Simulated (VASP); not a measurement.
A run of VASP 6.6.1 is set up as follows.

INCAR

```
PREC = Accurate
ENCUT = 500
EDIFF = 1E-6
ISMEAR = 0
SIGMA = 0.01
LREAL = F
LASPH = T
NELM = 120
ALGO = Normal
ISIF = 2
LWAVE = F
LCHARG = T
GGA = PS
LELF = T
LVHAR = T
NBANDS = 47
GGA_COMPAT = F
```

The input KPOINTS:

```
regular mesh
0
Gamma
  6 6 6
```

The input POSCAR:

```
Cs2SnI6
1.0
    0.0000000000      5.7803139130      5.7803139130
    5.7803139130      0.0000000000      5.7803139130
    5.7803139130      5.7803139130      0.0000000000
Cs Sn I
2 1 6
Direct
    0.2500000000      0.2500000000      0.2500000000
    0.7500000000      0.7500000000      0.7500000000
    0.0000000000      0.0000000000      0.0000000000
    0.7517282876      0.2482717124      0.2482717124
    0.2482717124      0.7517282876      0.2482717124
    0.2482717124      0.7517282876      0.7517282876
    0.7517282876      0.2482717124      0.7517282876
    0.2482717124      0.2482717124      0.7517282876
    0.7517282876      0.7517282876      0.2482717124
```

Potentials or basis: VASP PAW PBE potentials, release 64 (Cs_sv, Sn_d, I).

Command:

```sh
$ cat potpaw_PBE.64/Cs_sv/POTCAR potpaw_PBE.64/Sn_d/POTCAR potpaw_PBE.64/I/POTCAR > POTCAR
$ mpirun -np 1 vasp_std > vasp.out
```

Problem. Estimate the pressure.

Solution. 0.0 GPa.

Problem. What does it give for the band gap on the k mesh?

Solution. Zero (filled and empty bands touch).

Problem. Predict the largest force.

Solution. 0.003 eV/Å.

Forces on the atoms (eV/Å):
```
Cs   0.000  0.000  0.000
Cs   0.000  0.000  0.000
Sn   0.000  0.000  0.000
I    0.003  0.000  0.000
I    0.000  0.003  0.000
I   -0.003  0.000  0.000
I    0.000 -0.003  0.000
I    0.000  0.000  0.003
I    0.000  0.000 -0.003
```

Caveat: semilocal functionals underestimate gaps, and a narrow one can read as zero; the PAW data sets were made with another functional, which shifts forces and pressure a little; spin-orbit coupling is left out, which moves the levels of the heavy elements.
